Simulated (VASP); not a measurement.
# HC64 (a cell with a defect) in VASP: notebook

HC64 (a cell with a defect) is run at these levels: PBEsol; tasks: single point.

Program: VASP 6.6.1. These are calculated values, not measurements. Logs are shortened: lines on timing, memory, paths and dates and some standing lists are left out, and cuts for length are marked.

### 1 The cell of the first run

The cell holds a defect, 65 atoms: a = 7.108 Å, b = 7.108 Å, c = 7.108 Å, α = 90.00°, β = 90.00°, γ = 90.00°.

### 2 Single point, PBEsol

Input file INCAR:

```
ALGO = Normal
EDIFF = 1E-6
ENCUT = 520
GGA = PS
ISIF = 2
ISMEAR = -1
ISYM = 0
LASPH = T
LCHARG = F
LREAL = Auto
LWAVE = F
NBANDS = 166
NELECT = 256.0
NELM = 100
PREC = Accurate
SIGMA = 0.05
```

Input file KPOINTS:

```
Automatic mesh
0
Gamma
  1 1 1
  0.25 0.25 0.25
```

Input file POSCAR:

```
HC64
1.0
    7.1076060000      0.0000000000      0.0000000000
    0.0000000000      7.1076060000      0.0000000000
    0.0000000000      0.0000000000      7.1076060000
C H
64 1
Direct
    0.9998500000      0.9968340000      0.9998240000
    0.0005980000      0.9980310000      0.5005250000
    0.9985590000      0.4966740000      0.9984980000
    0.9998640000      0.4977450000      0.4992560000
    0.5003990000      0.9981540000      0.0008430000
    0.5010620000      0.9993790000      0.5011610000
    0.4999140000      0.4979270000      0.9998100000
    0.5081020000      0.5004460000      0.5072580000
    0.1245620000      0.1211530000      0.1244240000
    0.1255890000      0.1232160000      0.6256720000
    0.1233290000      0.6241150000      0.1234660000
    0.1267410000      0.6227720000      0.6252540000
    0.6251660000      0.1233870000      0.1259250000
    0.6260540000      0.1238050000      0.6259800000
    0.6256840000      0.6224310000      0.1259020000
    0.6300830000      0.6253790000      0.6301240000
    0.2490010000      0.2449090000      0.9972360000
    0.2500750000      0.2471620000      0.4994960000
    0.2507990000      0.7478910000      0.0001460000
    0.2515110000      0.7525100000      0.5039940000
    0.7494970000      0.2475030000      0.0000310000
    0.7503760000      0.2480470000      0.5005580000
    0.7505760000      0.7478140000      0.0008830000
    0.7522350000      0.7488940000      0.5014810000
    0.3745560000      0.3695180000      0.1209640000
    0.3760760000      0.3741540000      0.6265310000
    0.3753270000      0.8735050000      0.1257910000
    0.3771420000      0.8763360000      0.6286490000
    0.8739420000      0.3721810000      0.1247940000
    0.8757850000      0.3730940000      0.6255920000
    0.8755530000      0.8727920000      0.1258290000
    0.8766680000      0.8736290000      0.6261510000
    0.2502220000      0.9978840000      0.2501310000
    0.2504320000      0.9985420000      0.7510220000
    0.2330690000      0.4814010000      0.2304080000
    0.2506160000      0.4981090000      0.7504390000
    0.7501850000      0.9978850000      0.2504220000
    0.7507290000      0.9981570000      0.7507070000
    0.7504510000      0.4979490000      0.2503060000
    0.7519520000      0.4978380000      0.7518610000
    0.3755290000      0.1231580000      0.3755390000
    0.3757270000      0.1225520000      0.8750630000
    0.3929420000      0.6433490000      0.3922030000
    0.3759040000      0.6235170000      0.8757510000
    0.8742230000      0.1218150000      0.3757880000
    0.8754110000      0.1229500000      0.8754990000
    0.8756950000      0.6233790000      0.3757170000
    0.8759750000      0.6232410000      0.8757870000
    0.9960980000      0.2435720000      0.2483030000
    0.0000930000      0.2476730000      0.7498110000
    0.0004230000      0.7478320000      0.2511710000
    0.0009840000      0.7477350000      0.7502440000
    0.4994030000      0.2483300000      0.2508220000
    0.5005930000      0.2479250000      0.7504440000
    0.5028440000      0.7501930000      0.2496570000
    0.5015680000      0.7492240000      0.7524910000
    0.1181320000      0.3665510000      0.3732100000
    0.1250920000      0.3724780000      0.8742360000
    0.1262120000      0.8738630000      0.3756700000
    0.1257340000      0.8728180000      0.8754820000
    0.6263290000      0.3744000000      0.3759280000
    0.6255800000      0.3730850000      0.8756430000
    0.6276160000      0.8751780000      0.3770180000
    0.6262770000      0.8738190000      0.8768290000
    0.3149640000      0.5009690000      0.3710870000
```

Potentials or basis: VASP PAW PBE potentials, release 64 (C, H).

The run is started by

```
$ cat potpaw_PBE.64/C/POTCAR potpaw_PBE.64/H/POTCAR > POTCAR
$ mpirun -np 1 vasp_std > vasp.out
```

OUTCAR:

```text
EDIFF = 1E-6
   ENCUT = 520
   GGA = PS
   ISIF = 2
   ISMEAR = -1
   ISYM = 0
   LASPH = T
   LREAL = Auto
   NELECT = 256.0
   NELM = 100
   PREC = Accurate

 ion  position               nearest neighbor table
   1  1.000  0.997  1.000-   9 1.53  60 1.54  31 1.54  46 1.54
   2  0.001  0.998  0.501-  32 1.53  59 1.54  45 1.54  10 1.54
   3  0.999  0.497  0.998-  48 1.53  58 1.54  29 1.54  11 1.55
   4  1.000  0.498  0.499-  47 1.53  30 1.54  57 1.54  12 1.55
   5  0.500  0.998  0.001-  64 1.54  27 1.54  42 1.54  13 1.54
   6  0.501  0.999  0.501-  14 1.54  28 1.54  63 1.54  41 1.54
[... 26 lines left out ...]
  33  0.250  0.998  0.250-  59 1.53  27 1.53   9 1.54  41 1.54
  34  0.250  0.999  0.751-  28 1.52  42 1.53  10 1.54  60 1.54
  35  0.233  0.481  0.230-  65 1.17  11 1.49  25 1.50  57 1.54  43 1.98
  36  0.251  0.498  0.750-  26 1.53  12 1.53  58 1.54  44 1.54
  37  0.750  0.998  0.250-  63 1.53  45 1.53  13 1.54  31 1.54
  38  0.751  0.998  0.751-  46 1.54  64 1.54  32 1.54  14 1.54
  39  0.750  0.498  0.250-  61 1.53  15 1.53  29 1.54  47 1.54
  40  0.752  0.498  0.752-  16 1.52  48 1.53  30 1.54  62 1.54
  41  0.376  0.123  0.376-  18 1.53  53 1.53   6 1.54  33 1.54
  42  0.376  0.123  0.875-  17 1.52  34 1.53   5 1.54  54 1.54
  43  0.393  0.643  0.392-  65 1.16  55 1.49  20 1.50   8 1.54  35 1.98
  44  0.376  0.624  0.876-   7 1.53  19 1.53  56 1.54  36 1.54
  45  0.874  0.122  0.376-  49 1.52  37 1.53  22 1.54   2 1.54
  46  0.875  0.123  0.875-  38 1.54   1 1.54  21 1.54  50 1.54
  47  0.876  0.623  0.376-   4 1.53  51 1.53  24 1.54  39 1.54
  48  0.876  0.623  0.876-   3 1.53  40 1.53  52 1.54  23 1.54
  49  0.996  0.244  0.248-  57 1.52  45 1.52  29 1.54   9 1.54
[... 13 lines left out ...]
  63  0.628  0.875  0.377-  37 1.53   6 1.54  24 1.54  55 1.55
  64  0.626  0.874  0.877-  56 1.53   5 1.54  23 1.54  38 1.54
  65  0.315  0.501  0.371-  43 1.16  35 1.17

IMPORTANT INFORMATION: All symmetrisations will be switched off!
NOSYMM: (Re-)initialisation of all symmetry stuff for point group C_1.

----------------------------------------------------------------------------------------

                                     Primitive cell

  volume of cell :     359.0625

  direct lattice vectors                    reciprocal lattice vectors
     7.107606000  0.000000000  0.000000000     0.140694349  0.000000000  0.000000000
     0.000000000  7.107606000  0.000000000     0.000000000  0.140694349  0.000000000
     0.000000000  0.000000000  7.107606000     0.000000000  0.000000000  0.140694349

  length of vectors
     7.107606000  7.107606000  7.107606000     0.140694349  0.140694349  0.140694349

  position of ions in fractional coordinates (direct lattice)
     0.999850000  0.996834000  0.999824000
     0.000598000  0.998031000  0.500525000
     0.998559000  0.496674000  0.998498000
     0.999864000  0.497745000  0.499256000
     0.500399000  0.998154000  0.000843000
     0.501062000  0.999379000  0.501161000
[... 57 lines left out ...]
     0.626277000  0.873819000  0.876829000
     0.314964000  0.500969000  0.371087000

  ion indices of the primitive-cell ions
   primitive index   ion index
                 1           1
                 2           2
                 3           3
                 4           4
                 5           5
                 6           6
[... 57 lines left out ...]
                64          64
                65          65

----------------------------------------------------------------------------------------

 KPOINTS: Automatic mesh

Automatic generation of k-mesh.
 Grid dimensions read from file:
 generate k-points for:    1    1    1

 Generating k-lattice:

  Cartesian coordinates                     Fractional coordinates (reciprocal lattice)
     0.140694349  0.000000000  0.000000000     1.000000000  0.000000000  0.000000000
     0.000000000  0.140694349  0.000000000     0.000000000  1.000000000  0.000000000
     0.000000000  0.000000000  0.140694349     0.000000000  0.000000000  1.000000000

  Length of vectors
[... 43 lines left out ...]
 non-spin polarized calculation
  energy-cutoff  :      520.00
  volume of cell :      359.06
 maximum number of plane-waves:      9651
 NGX is ok and might be reduce to    54
   NGX = 27   NGY = 27   NGZ = 27

 number of electron     256.0000002 magnetization

 Free energy of the ion-electron system (eV)
  ---------------------------------------------------
  ext. energy  EPLUGINS =         0.00000000
  ---------------------------------------------------
  free energy    TOTEN  =      -625.78477236 eV

  energy without entropy =     -625.78477236  energy(sigma->0) =     -625.78477236

 E-fermi :  10.5190     XC(G=0): -13.4862

 val. band max:        9.3008618243   @ k =  -0.2500   0.2500   0.2500
 cond. band min:      12.1613858640   @ k =   0.2500  -0.2500   0.2500
 fundamental gap:      2.8605240397
 Fermi energy:        10.5189607166

 k-point     1 :       0.2500    0.2500    0.2500
  band No.  band energies     occupation
      1     -11.4984      2.00000
      2     -10.5541      2.00000
      3     -10.1568      2.00000
      4     -10.1427      2.00000
      5      -9.2827      2.00000
      6      -9.0224      2.00000
[... 132 lines left out ...]
    139      16.1425      0.00000
    140      16.3159      0.00000

 k-point     2 :      -0.2500    0.2500    0.2500
  band No.  band energies     occupation
      1     -11.5056      2.00000
      2     -10.4532      2.00000
      3     -10.2596      2.00000
      4     -10.1551      2.00000
      5      -9.2287      2.00000
      6      -9.1042      2.00000
[... 132 lines left out ...]
    139      16.2624      0.00000
    140      16.4069      0.00000

 k-point     3 :      -0.2500   -0.2500    0.2500
  band No.  band energies     occupation
      1     -11.5047      2.00000
      2     -10.4659      2.00000
      3     -10.2565      2.00000
      4     -10.1459      2.00000
      5      -9.2325      2.00000
      6      -9.0997      2.00000
[... 132 lines left out ...]
    139      16.2075      0.00000
    140      16.4031      0.00000

 k-point     4 :       0.2500   -0.2500    0.2500
  band No.  band energies     occupation
      1     -11.5046      2.00000
      2     -10.4665      2.00000
      3     -10.2565      2.00000
      4     -10.1453      2.00000
      5      -9.2332      2.00000
      6      -9.0994      2.00000
[... 132 lines left out ...]
    139      16.2066      0.00000
    140      16.4047      0.00000
 [bands above 140 left out]

------------------------ aborting loop because EDIFF is reached ----------------------------------------

  FORCE on cell =-STRESS in cart. coord.  units (eV):
  Direction    XX          YY          ZZ          XY          YZ          ZX
  --------------------------------------------------------------------------------------
  -------------------------------------------------------------------------------------
  Total       -2.1203989     -2.2463995     -2.2101715      4.3945187      4.1582689      4.4502790
  in kB       -9.4614593    -10.0236881     -9.8620345     19.6088381     18.5546650     19.8576468
  external PRESSURE =      -9.7823940 kB  Pullay stress =       0.0000000 kB

 VOLUME and BASIS-vectors are now :
 -----------------------------------------------------------------------------
  energy-cutoff  :      520.00
  volume of cell :      359.06
      direct lattice vectors                 reciprocal lattice vectors
     7.107606000  0.000000000  0.000000000     0.140694349  0.000000000  0.000000000
     0.000000000  7.107606000  0.000000000     0.000000000  0.140694349  0.000000000
     0.000000000  0.000000000  7.107606000     0.000000000  0.000000000  0.140694349

 POSITION                                       TOTAL-FORCE (eV/Angst)
 -----------------------------------------------------------------------------------
      7.10654      7.08510      7.10636         0.064609      0.049968      0.051720
      0.00425      7.09361      3.55753         0.052029      0.067842      0.069815
      7.09736      3.53016      7.09693         0.077420      0.106285      0.082439
      7.10664      3.53778      3.54851         0.067414      0.070936      0.063075
      3.55664      7.09449      0.00599         0.070903      0.073113      0.048456
      3.56135      7.10319      3.56205         0.058371      0.052845      0.051157
[... 57 lines left out ...]
      4.45133      6.21076      6.23216        -0.068183     -0.051180     -0.050084
      2.23864      3.56069      2.63754        -0.011467      0.026298     -0.041092
 -----------------------------------------------------------------------------------
    total drift:                                0.010566      0.082726      0.007957

  FREE ENERGIE OF THE ION-ELECTRON SYSTEM (eV)
  ---------------------------------------------------
  free  energy   TOTEN  =      -625.7847723585 eV

  energy  without entropy=     -625.7847723585  energy(sigma->0) =     -625.78477236
```

It took 5.1 min on 1 thread of Intel Xeon Platinum 8488C (Sapphire Rapids), shared host; peak memory 0.45 GiB.

Results:

| Item | Value |
| --- | --- |
| Free energy | -625.7848 eV |
| Largest force | 0.346 eV/Å |

Forces in eV/Å, atoms in the order of the input:
```
C    0.065  0.050  0.052
C    0.052  0.068  0.070
C    0.077  0.106  0.082
C    0.067  0.071  0.063
C    0.071  0.073  0.048
C    0.058  0.053  0.051
C    0.073  0.085  0.066
C    0.071  0.062  0.052
C   -0.058 -0.034 -0.069
C   -0.071 -0.059 -0.057
C   -0.117 -0.060 -0.110
C   -0.081 -0.063 -0.056
C   -0.060 -0.056 -0.064
C   -0.057 -0.048 -0.065
C   -0.058 -0.077 -0.080
C   -0.061 -0.093 -0.064
C    0.091  0.078  0.069
C    0.071  0.071  0.065
C    0.085  0.070  0.062
C    0.033  0.100  0.095
C    0.052  0.069  0.053
C    0.062  0.053  0.060
C    0.059  0.052  0.054
C    0.042  0.066  0.051
C   -0.035 -0.088 -0.093
C   -0.066 -0.070 -0.074
C   -0.075 -0.060 -0.076
C   -0.092 -0.076 -0.079
C   -0.044 -0.046 -0.073
C   -0.062 -0.056 -0.061
C   -0.065 -0.051 -0.061
C   -0.052 -0.048 -0.075
C    0.071  0.055  0.068
C    0.100  0.071  0.078
C    0.180  0.107  0.275
C    0.060  0.060  0.075
C    0.070  0.060  0.116
C    0.057  0.052  0.057
C    0.067  0.060  0.061
C    0.076  0.110  0.080
C   -0.051 -0.063 -0.056
C   -0.099 -0.068 -0.065
C   -0.170 -0.283 -0.097
C   -0.062 -0.072 -0.053
C   -0.068 -0.076 -0.106
C   -0.044 -0.052 -0.052
C   -0.054 -0.066 -0.063
C   -0.068 -0.118 -0.066
C    0.066  0.071  0.093
C    0.056  0.058  0.049
C    0.061  0.068  0.083
C    0.058  0.051  0.056
C    0.077  0.059  0.074
C    0.058  0.057  0.058
C    0.122  0.115  0.038
C    0.057  0.061  0.041
C   -0.068 -0.049 -0.059
C   -0.069 -0.054 -0.045
C   -0.081 -0.068 -0.069
C   -0.071 -0.049 -0.069
C   -0.077 -0.064 -0.066
C   -0.062 -0.060 -0.062
C   -0.086 -0.090 -0.120
C   -0.068 -0.051 -0.050
H   -0.011  0.026 -0.041
```

Levels at points of the mesh, in eV from the Fermi level:
| k point | band 124 | band 125 | band 126 | band 127 | band 128 | band 129 | band 130 | band 131 | band 132 | band 133 |
| --- | --- | --- | --- | --- | --- | --- | --- | --- | --- | --- |
| (0.25, 0.25, 0.25) | -2.55 | -2.55 | -2.45 | -1.33 | -1.33 | 1.92 | 4.06 | 4.14 | 4.18 | 4.44 |

Caveat: the k points lie up to 0.88 Å⁻¹ apart; the cell carries a net charge on a neutralising background, which shifts energy and pressure; the cell is charged against a uniform background, so pressure and absolute levels hang on convention; the PAW data sets were made with another functional, which shifts forces and pressure a little.

[end of part 1 of 2]
